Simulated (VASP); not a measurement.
# BN (P3m1) in VASP: notebook

Runs on BN. Level: r2SCAN. Tasks: single point.

Program: VASP 6.6.1. These are calculated values, not measurements. Logs are shortened: lines on timing, memory, paths and dates and some standing lists are left out, and cuts for length are marked.

## Step 1: The cell of the first run

It takes space group P3m1 (No. 156, trigonal). Conventional cell: a = 2.554 Å, b = 2.554 Å, c = 4.227 Å, α = 90.00°, β = 90.00°, γ = 120.00°. B (site symmetry 3m) has 4 N at 1.57 to 2.03 Å within 2.1 Å. B (site symmetry 3m) has 4 N at 1.48 to 1.58 Å within 2.0 Å. N (site symmetry 3m) has 3 B at 1.48 Å within 2.0 Å. N (site symmetry 3m) has 4 B at 1.57 to 1.58 Å within 2.1 Å.

## Step 2: Single point, r2SCAN (atom 3 (N) moved by (+0.000, -0.450) A along x and z)

The input, POSCAR:

```
BN
1.0
    2.5539396017      0.0000000000      0.0000000000
   -1.2769698009      2.2117765748      0.0000000000
    0.0000000000      0.0000000000      4.2268550000
B N
2 2
Direct
    0.6666666667      0.3333333333      0.9997240000
    0.3333333333      0.6666666667      0.4997240000
    0.6666666667      0.3333333333      0.5188138668
    0.3333333333      0.6666666667      0.1252760000
```

The input, INCAR.step1:

```
SYSTEM = BN
ALGO = Normal ; EDIFF = 1E-4
ENCUT = 520 ; GGA = PE
ISMEAR = 0 ; LASPH = .True.
LCHARG = .False. ; LREAL = .False.
LWAVE = .True. ; NBANDS = 16
NELM = 80 ; PREC = Accurate
SIGMA = 0.05
```

The input, INCAR.step2:

```
SYSTEM = BN
ALGO = Normal ; EDIFF = 1E-7
ENCUT = 520 ; ISIF = 2
ISMEAR = 0 ; ISTART = 1
LASPH = .True. ; LCHARG = .True.
LELF = .True. ; LMIXTAU = .True.
LREAL = .False. ; LVHAR = .True.
LWAVE = .False. ; METAGGA = R2SCAN
NBANDS = 16 ; NELM = 80
PREC = Accurate ; SIGMA = 0.05
```

The input, KPOINTS:

```
k-points
0
Gamma
  12 12 6
  0 0 0
```

Potentials or basis: VASP PAW PBE potentials, release 64 (B, N).

On the command line:

```console
> cat potpaw_PBE.64/B/POTCAR potpaw_PBE.64/N/POTCAR > POTCAR
> cp INCAR.step1 INCAR
> mpirun -np 1 vasp_std > vasp.out
> cp INCAR.step2 INCAR
> mpirun -np 1 vasp_std > vasp.out
```

OUTCAR:

```text
SYSTEM = BN
   EDIFF = 1E-7
   ENCUT = 520
   ISIF = 2
   ISMEAR = 0
   ISTART = 1
   LASPH = .True.
   LREAL = .False.
   METAGGA = R2SCAN
   NELM = 80
   PREC = Accurate

 ion  position               nearest neighbor table
   1  0.667  0.333  1.000-   4 1.57   4 1.57   4 1.57
   2  0.333  0.667  0.500-   3 1.48   3 1.48   3 1.48   4 1.58
   3  0.667  0.333  0.519-   2 1.48   2 1.48   2 1.48
   4  0.333  0.667  0.125-   1 1.57   1 1.57   1 1.57   2 1.58

  LATTYP: Found a hexagonal cell.
 ALAT       =     2.5539396017
 C/A-ratio  =     1.6550332659

  Lattice vectors:

 A1 = (   2.5539396017,   0.0000000000,   0.0000000000)
 A2 = (  -1.2769698009,   2.2117765748,   0.0000000000)
 A3 = (   0.0000000000,   0.0000000000,   4.2268550000)

Analysis of symmetry for initial positions (statically):
=====================================================================
 Subroutine PRICEL returns:
 Original cell was already a primitive cell.

 Routine SETGRP: Setting up the symmetry group for a
 hexagonal supercell.

 Subroutine GETGRP returns: Found  6 space group operations
 (whereof  6 operations were pure point group operations)
 out of a pool of 24 trial point group operations.

The static configuration has the point symmetry C_3v.

Analysis of symmetry for dynamics (positions and initial velocities):
=====================================================================
 Subroutine PRICEL returns:
 Original cell was already a primitive cell.

 Routine SETGRP: Setting up the symmetry group for a
 hexagonal supercell.

 Subroutine GETGRP returns: Found  6 space group operations
 (whereof  6 operations were pure point group operations)
 out of a pool of 24 trial point group operations.

The dynamic configuration has the point symmetry C_3v.

 Subroutine INISYM returns: Found  6 space group operations
 (whereof  6 operations are pure point group operations),
 and found     1 'primitive' translations

----------------------------------------------------------------------------------------

                                     Primitive cell

  volume of cell :      23.8764

  direct lattice vectors                    reciprocal lattice vectors
     2.553939602  0.000000000  0.000000000     0.391551938  0.226062617  0.000000000
    -1.276969801  2.211776575  0.000000000     0.000000000  0.452125233  0.000000000
     0.000000000  0.000000000  4.226855000     0.000000000  0.000000000  0.236582518

  length of vectors
     2.553939602  2.553939602  4.226855000     0.452125233  0.452125233  0.236582518

  position of ions in fractional coordinates (direct lattice)
     0.666666667  0.333333333  0.999724000
     0.333333333  0.666666667  0.499724000
     0.666666667  0.333333333  0.518813867
     0.333333333  0.666666667  0.125276000

  ion indices of the primitive-cell ions
   primitive index   ion index
                 1           1
                 2           2
                 3           3
                 4           4

----------------------------------------------------------------------------------------

 KPOINTS: k-points

Automatic generation of k-mesh.
 Grid dimensions read from file:
 generate k-points for:   12   12    6

 Generating k-lattice:

  Cartesian coordinates                     Fractional coordinates (reciprocal lattice)
     0.032629328  0.018838551  0.000000000     0.083333333  0.000000000  0.000000000
     0.000000000  0.037677103  0.000000000     0.000000000  0.083333333  0.000000000
     0.000000000  0.000000000  0.039430420     0.000000000  0.000000000  0.166666667

  Length of vectors
     0.037677103  0.037677103  0.039430420

  Shift w.r.t. Gamma in fractional coordinates (k-lattice)
     0.000000000  0.000000000  0.000000000

 Subroutine IBZKPT returns following result:
 ===========================================

 Found    100 irreducible k-points:

 Following reciprocal coordinates:
            Coordinates               Weight
  0.000000  0.000000  0.000000      1.000000
  0.083333  0.000000  0.000000      6.000000
  0.166667  0.000000  0.000000      6.000000
  0.250000  0.000000  0.000000      6.000000
  0.333333  0.000000  0.000000      6.000000
  0.416667  0.000000  0.000000      6.000000
[... 16 lines left out ...]
  0.166667  0.000000  0.166667      6.000000
  0.000000  0.166667  0.166667      6.000000
 [... further k-points ...]
   k-points           NKPTS =    100   k-points in BZ     NKDIM =    100   number of bands    NBANDS=     16
   number of dos      NEDOS =    301   number of ions     NIONS =      4
   total plane-waves  NPLWV =  12800
   dimension x,y,z NGX =    20 NGY =   20 NGZ =   32
   dimension x,y,z NGXF=    40 NGYF=   40 NGZF=   64
   ions per type =               2   2
   NGX,Y,Z   is equivalent  to a cutoff of  13.02, 13.02, 12.59 a.u.
   NGXF,Y,Z  is equivalent  to a cutoff of  26.04, 26.04, 25.17 a.u.
 SYSTEM =  BN
   PREC   = accura    normal or accurate (medium, high low for compatibility)
   ISTART =      1    job   : 0-new  1-cont  2-samecut
   ICHARG =      0    charge: 1-file 2-atom 10-const
   ISPIN  =      1    spin polarized calculation?
   LNONCOLLINEAR =      F non collinear calculations
   LSORBIT =      F    spin-orbit coupling
   LASPH  =      T    aspherical Exc in radial PAW
   ENCUT  =  520.0 eV  38.22 Ry    6.18 a.u.   4.75  4.75  7.86*2*pi/ulx,y,z
   NELM   =     80;   NELMIN=  2; NELMDL=  0     # of ELM steps
   EDIFF  = 0.1E-06   stopping-criterion for ELM
   LREAL  =      F    real-space projection
   EDIFFG = 0.1E-05   stopping-criterion for IOM
   NSW    =      0    number of steps for IOM
   IBRION =     -1    ionic relax: 0-MD 1-quasi-New 2-CG
   NFREE  =      0    steps in history (QN), initial steepest desc. (CG)
   ISIF   =      2    stress and relaxation
   ISYM   =      2    0-nonsym 1-usesym 2-fastsym
   POTIM  = 0.5000    time-step for ionic-motion
   TEBEG  =    0.0;   TEEND  =   0.0 temperature during run
   PSTRESS=    0.0 pullay stress
   NELECT =      16.0000    total number of electrons
   NUPDOWN=      -1.0000    fix difference up-down
   EMIN   =  10.00;   EMAX   =-10.00  energy-range for DOS
   EFERMI =   0.00;   METHOD = LEGACY
   ISMEAR =     0;   SIGMA  =   0.05  broadening in eV -4-tet -1-fermi 0-gaus
   EFERMI_NEDOS =   21; number of points for ismear=-14 and -15
   IALGO  =     38    algorithm
   IMIX   =      4    mixing-type and parameters
     AMIX     =   0.40;   BMIX     =  1.00
     AMIX_MAG =   1.60;   BMIX_MAG =  1.00
  volume/ion in A,a.u.               =       5.97        40.28
  Fermi-wavevector in a.u.,A,eV,Ry     =   1.432600  2.707222 27.923836  2.052344
  Thomas-Fermi vector in A             =   2.552210
   LORBIT       =      0    0 simple, 1 ext, 2 COOP (PROOUT), +10 PAW based schemes
   METAGGA = R2SCAN    functional components
   LHFCALC =     F    Hartree Fock is set to
   AEXX    =    0.0000 exact exchange contribution
   IVDW    =     0    specifies the selected vdW correction
   LEPSILON=     F    determine dielectric tensor
   LRPA    =     F    only Hartree local field effects (RPA)
 non-spin polarized calculation
 Gauss-broadening in eV      SIGMA  =   0.05
  energy-cutoff  :      520.00
  volume of cell :       23.88
 maximum number of plane-waves:       660
 NGX is ok and might be reduce to    20
   NGX =  9   NGY =  9   NGZ = 15

 number of electron      16.0000001 magnetization

 Free energy of the ion-electron system (eV)
  ---------------------------------------------------
  ext. energy  EPLUGINS =         0.00000000
  ---------------------------------------------------
  free energy    TOTEN  =       -35.43256116 eV

  energy without entropy =      -35.43256116  energy(sigma->0) =      -35.43256116

 E-fermi :   9.0678     XC(G=0): -13.5784

 val. band max:        8.7726633849   @ k =   0.0833   0.0000   0.0000
 cond. band min:      12.0946905799   @ k =   0.5000   0.0000   0.5000
 fundamental gap:      3.3220271950
 Fermi energy:         9.0677561765

 k-point     1 :       0.0000    0.0000    0.0000
  band No.  band energies     occupation
      1     -14.4923      2.00000
      2      -9.5058      2.00000
      3      -3.4667      2.00000
      4       4.1879      2.00000
      5       4.1879      2.00000
      6       6.8748      2.00000
[... 8 lines left out ...]
     15      19.5124      0.00000
     16      24.7674      0.00000

 k-point     2 :       0.0833    0.0000    0.0000
  band No.  band energies     occupation
      1     -14.3382      2.00000
      2      -9.3969      2.00000
      3      -3.2990      2.00000
      4       3.4774      2.00000
      5       3.8989      2.00000
      6       6.2992      2.00000
[... 8 lines left out ...]
     15      19.9925      0.00000
     16      24.8537      0.00000

 k-point     3 :       0.1667    0.0000    0.0000
  band No.  band energies     occupation
      1     -13.8809      2.00000
      2      -9.0890      2.00000
      3      -2.8052      2.00000
      4       1.8147      2.00000
      5       3.2123      2.00000
      6       4.8733      2.00000
[... 8 lines left out ...]
     15      21.2786      0.00000
     16      25.2372      0.00000

 k-point     4 :       0.2500    0.0000    0.0000
  band No.  band energies     occupation
      1     -13.1382      2.00000
      2      -8.6559      2.00000
      3      -2.0297      2.00000
      4      -0.0976      2.00000
      5       2.4362      2.00000
      6       3.1006      2.00000
[... 8 lines left out ...]
     15      23.1323      0.00000
     16      25.3531      0.00000
[... 324 lines left out ...]
 k-point    22 :       0.0000    0.0833    0.1667
  band No.  band energies     occupation
      1     -14.2131      2.00000
      2      -9.8889      2.00000
      3      -2.4576      2.00000
      4       3.5327      2.00000
      5       3.9630      2.00000
      6       6.1826      2.00000
[... 8 lines left out ...]
     15      19.7435      0.00000
     16      25.1039      0.00000

 k-point    23 :       0.1667    0.0000    0.1667
  band No.  band energies     occupation
      1     -13.7578      2.00000
      2      -9.5503      2.00000
      3      -2.0171      2.00000
      4       1.8985      2.00000
      5       3.2813      2.00000
      6       4.6288      2.00000
[... 8 lines left out ...]
     15      21.3186      0.00000
     16      25.5658      0.00000

 k-point    24 :       0.0000    0.1667    0.1667
  band No.  band energies     occupation
      1     -13.7583      2.00000
      2      -9.5473      2.00000
      3      -2.0390      2.00000
      4       1.9011      2.00000
      5       3.2831      2.00000
      6       4.7341      2.00000
[... 8 lines left out ...]
     15      20.9931      0.00000
     16      25.3968      0.00000

 [... further k-points ...]

------------------------ aborting loop because EDIFF is reached ----------------------------------------

  FORCE on cell =-STRESS in cart. coord.  units (eV):
  Direction    XX          YY          ZZ          XY          YZ          ZX
  --------------------------------------------------------------------------------------
  -------------------------------------------------------------------------------------
  Total        1.8228585      1.8228585      6.9261384     -0.0000000      0.0000000     -0.0000000
  in kB      122.3191091    122.3191091    464.7640455     -0.0000000      0.0000000     -0.0000000
  external PRESSURE =     236.4674212 kB  Pullay stress =       0.0000000 kB

 VOLUME and BASIS-vectors are now :
 -----------------------------------------------------------------------------
  energy-cutoff  :      520.00
  volume of cell :       23.88
      direct lattice vectors                 reciprocal lattice vectors
     2.553939602  0.000000000  0.000000000     0.391551938  0.226062617  0.000000000
    -1.276969801  2.211776575  0.000000000     0.000000000  0.452125233  0.000000000
     0.000000000  0.000000000  4.226855000     0.000000000  0.000000000  0.236582518

 POSITION                                       TOTAL-FORCE (eV/Angst)
 -----------------------------------------------------------------------------------
      1.27697      0.73726      4.22569        -0.000000      0.000000      0.664487
     -0.00000      1.47452      2.11226         0.000000      0.000000     -3.998444
      1.27697      0.73726      2.19295        -0.000000     -0.000000     11.037301
     -0.00000      1.47452      0.52952         0.000000      0.000000     -7.703343
 -----------------------------------------------------------------------------------
    total drift:                               -0.000001      0.000000     -0.001185

  FREE ENERGIE OF THE ION-ELECTRON SYSTEM (eV)
  ---------------------------------------------------
  free  energy   TOTEN  =       -35.4325611578 eV

  energy  without entropy=      -35.4325611578  energy(sigma->0) =      -35.43256116
```

Wall time 1.9 min (1 thread of Intel Xeon Platinum 8559C (Emerald Rapids), shared host); peak memory 0.15 GiB.

What came out:

* Free energy: -35.4326 eV
* Pressure: 23.6 GPa
* Largest force: 11.037 eV/Å
* Band gap on the k mesh: 3.32 eV, indirect (least direct gap 4.91 eV)

Forces on the atoms (eV/Å):
```
B    0.000  0.000  0.664
B    0.000  0.000 -3.998
N    0.000  0.000 11.037
N    0.000  0.000 -7.703
```

Caveat: the cell differs from its parent crystal (atom 3 (N) moved by (+0.000, -0.450) A along x and z); the PAW data sets were made with another functional, which shifts forces and pressure a little. A k mesh can miss the band edges.

## Step 3: Single point, r2SCAN (atom 3 (N) moved by (+0.000, +0.450) A along x and z)

POSCAR, as its differences from that of step 2:

```diff
@@ -10,3 +10,3 @@
     0.3333333333      0.6666666667      0.4997240000
-    0.6666666667      0.3333333333      0.5188138668
+    0.6666666667      0.3333333333      0.7317381332
     0.3333333333      0.6666666667      0.1252760000
```

The input, INCAR.step1:

```
  PREC = Accurate
  ENCUT = 520
  ISMEAR = 0
  SIGMA = 0.05
  LREAL = F
  LASPH = T
  NELM = 60
  NBANDS = 16
  GGA = PE
  ALGO = Normal
  EDIFF = 1E-4
  LWAVE = T
  LCHARG = F
```

The input, INCAR.step2:

```
  PREC = Accurate
  ENCUT = 520
  EDIFF = 1E-7
  ISMEAR = 0
  SIGMA = 0.05
  LREAL = F
  LASPH = T
  NELM = 60
  ALGO = Normal
  ISIF = 2
  LWAVE = F
  LCHARG = F
  METAGGA = R2SCAN
  LMIXTAU = T
  NBANDS = 16
  ISTART = 1
```

The input, KPOINTS:

```
regular mesh
0
Gamma
  12 12 6
```

Potentials or basis: VASP PAW PBE potentials, release 64 (B, N).

On the command line:

```console
> cat potpaw_PBE.64/B/POTCAR potpaw_PBE.64/N/POTCAR > POTCAR
> cp INCAR.step1 INCAR
> mpirun -np 1 vasp_std > vasp.out
> cp INCAR.step2 INCAR
> mpirun -np 1 vasp_std > vasp.out
```

Run time: 1.7 min. Hardware: 1 thread of Intel Xeon Platinum 8559C (Emerald Rapids), shared host; peak memory 0.15 GiB.

Results (log left out):

* Free energy: -32.1748 eV
* Pressure: 58.7 GPa
* Largest force: 35.941 eV/Å
* Band gap on the k mesh: 1.47 eV, indirect (least direct gap 5.29 eV)

Forces in eV/Å, atoms in the order of the input:
```
B     0.000   0.000  23.848
B     0.000   0.000   4.912
N     0.000   0.000 -35.941
N     0.000   0.000   7.181
```

Stress tensor (GPa, compression positive):
```
 14.75   0.00   0.00
  0.00  14.75   0.00
  0.00   0.00 146.74
```

Levels at points of the mesh, in eV from the valence-band top:
```tsv
k point	band 6	band 7	band 8	band 9	band 10	band 11
(0.00, 0.00, 0.00)	-3.64	0.00	0.00	6.61	7.48	7.48
(0.50, 0.00, 0.00)	-6.45	-6.37	-1.19	4.20	6.16	6.62
(0.00, 0.00, 0.50)	-3.26	-0.72	-0.72	7.35	8.52	8.52
(0.50, 0.00, 0.50)	-5.92	-4.29	-2.64	4.15	5.08	8.90
```

Caveat: the cell differs from its parent crystal (atom 3 (N) moved by (+0.000, +0.450) A along x and z); the PAW data sets were made with another functional, which shifts forces and pressure a little. A k mesh can miss the band edges.
